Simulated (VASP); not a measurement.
Si2Mo, 3 atoms in the cell. Symmetry: I4/mmm, No. 139, tetragonal system. Conventional cell: a = 3.157 Å, b = 3.157 Å, c = 7.755 Å, α = 90.00°, β = 90.00°, γ = 90.00°. Mo (site symmetry 4/mmm) has 10 Si at 2.58 Å and 4 Mo at 3.16 Å within 3.4 Å. Within 3.4 Å of Si (site symmetry 4mm) lie 9 Si at 2.58 to 3.16 Å and 5 Mo at 2.58 Å. 

```yaml
Program: VASP 6.6.1
Task: single point
Functional: PBE
Dispersion: D3(BJ)
Potentials_or_basis: VASP PAW PBE potentials, release 64 (Mo_sv, Si)
Cutoff: 520 eV
k_mesh: 12 × 12 × 12
Occupations: fermi-dirac, width 0.05 eV
Spin: no spin polarisation
Dipole_correction: no
Further_INCAR_settings: ALGO = Normal; EDIFF = 1e-07; NBANDS = 18
```

Potentials or basis: VASP PAW PBE potentials, release 64 (Mo_sv, Si).

Run with:

```sh
$ cat potpaw_PBE.64/Mo_sv/POTCAR potpaw_PBE.64/Si/POTCAR > POTCAR
$ mpirun -np 1 vasp_std > vasp.out
```

Hardware: 1 thread of AMD EPYC 9R45 96-Core Processor (Zen 5), on a shared host.

Question: How long does it take, and how much memory?

Answer: It took 120 s on 1 thread of AMD EPYC 9R45 96-Core Processor (Zen 5), on a shared host, peak memory 0.24 GiB. Counts: scf iterations 15, k points 163.
